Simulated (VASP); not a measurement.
Ag2O: single point with PBE

Crystal: Ag2O.

```
Ag O
1.0
     4.73061    0.00000    0.00000
     0.00000    4.73061    0.00000
     0.00000    0.00000    4.73061
Ag O
4 2
Direct
  0.75000 0.75000 0.75000
  0.75000 0.25000 0.25000
  0.25000 0.25000 0.75000
  0.25000 0.75000 0.25000
  0.00000 0.00000 0.00000
  0.50000 0.50000 0.50000
```

- Program: VASP 6.6.1
- Task: single point
- Functional: PBE
- Potentials or basis: VASP PAW PBE potentials, release 64 (Ag, O)
- Cutoff: 600 eV
- k mesh: 4 × 4 × 4
- Occupations: fermi-dirac, width 0.02 eV
- Spin: no spin polarisation
- Dipole correction: no
- Further INCAR settings: ALGO = Normal; EDIFF = 1e-06; NBANDS = 37

| Item | Value |
| --- | --- |
| Pressure | 4.0 GPa |

Levels at points of the mesh, in eV from the Fermi level:
| k point | band 24 | band 25 | band 26 | band 27 | band 28 | band 29 | band 30 | band 31 | band 32 | band 33 |
| --- | --- | --- | --- | --- | --- | --- | --- | --- | --- | --- |
| (0.00, 0.00, 0.00) | -2.67 | -2.67 | -0.03 | -0.03 | -0.03 | -0.01 | 2.02 | 2.02 | 7.23 | 7.23 |
| (0.50, 0.00, 0.00) | -2.65 | -1.63 | -1.63 | -0.50 | -0.50 | 2.05 | 2.05 | 4.72 | 4.72 | 6.90 |
| (0.50, 0.50, 0.00) | -2.01 | -1.65 | -1.65 | -0.85 | -0.85 | 2.08 | 2.08 | 3.71 | 3.71 | 6.76 |
| (0.50, 0.50, 0.50) | -2.75 | -1.78 | -0.72 | -0.72 | -0.72 | 2.56 | 2.56 | 2.56 | 4.84 | 4.84 |

Wall time 47 s on 1 thread of Intel(R) Xeon(R) Platinum 8259CL CPU @ 2.50GHz (Skylake/Cascade Lake), on a shared host, peak memory 0.24 GiB.

Caveat: the cell stands under pressure.
